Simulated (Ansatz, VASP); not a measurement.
**Si2Ni in VASP and in Ansatz**

Contents of INCAR:

```
SYSTEM = Si2Ni
PREC = Accurate ; ENCUT = 600
EDIFF = 1E-6 ; ISMEAR = 0
SIGMA = 0.1 ; LREAL = .FALSE.
LASPH = .TRUE. ; NELM = 120
ALGO = Normal ; ISIF = 2
LWAVE = .FALSE. ; LCHARG = .TRUE.
GGA = PE ; IVDW = 12
LELF = .TRUE. ; LVHAR = .TRUE.
NBANDS = 16 ; GGA_COMPAT = .FALSE.
```

The input KPOINTS:

```
Automatic mesh
0
G
  6 6 6
  0 0 0
```

Contents of POSCAR:

```
Si2Ni
1.0
    0.0000000000      2.6931550407      2.6931550407
    2.6931550407      0.0000000000      2.6931550407
    2.6931550407      2.6931550407      0.0000000000
Si Ni
2 1
Direct
    0.2500000000      0.2500000000      0.2500000000
    0.7500000000      0.7500000000      0.7500000000
    0.0000000000      0.0000000000      0.0000000000
```

Input for Ansatz:

```yaml
crystal:
  lattice:
    - [0.0, 2.6931550407, 2.6931550407]
    - [2.6931550407, 0.0, 2.6931550407]
    - [2.6931550407, 2.6931550407, 0.0]
  atoms:
    - { symbol: Si, position: [0.25, 0.25, 0.25] }
    - { symbol: Si, position: [0.75, 0.75, 0.75] }
    - { symbol: Ni, position: [0.0, 0.0, 0.0] }
basis:
  ecutwfc: 420
kpoints:
  mp_grid: { grid: [6, 6, 6] }
hamiltonian:
  xc: pbe
  dispersion: d3bj
scf:
  occupations: { method: gaussian, width: 0.1 }
output:
  forces: true
  stress: true
  eigenvalues: true
```

Alike in both runs: task single point; functional PBE; dispersion D3(BJ); k mesh 6 × 6 × 6; occupations gaussian, width 0.1 eV; no spin polarisation.

```csv
,VASP,Ansatz
version,VASP 6.6.1,Ansatz 0.2.0
potentials or method,"VASP PAW PBE potentials, release 64 (Si, Ni), cutoff 600 eV","scalar-relativistic, plane waves, PAW"
valence electrons in the cell,18,26
```

|  | VASP | Ansatz | Ansatz less VASP |
| --- | --- | --- | --- |
| gap on the k mesh at the Fermi level (eV) | none | none | - |
| pressure (GPa) | -0.1 | 0.1 | +0.14 |

A gap of «none» marks a metal or a gap that the smearing closes. VASP's potentials hold 18 valence electrons a cell and Ansatz's 26, so a difference there can come from the potentials and not from the codes.
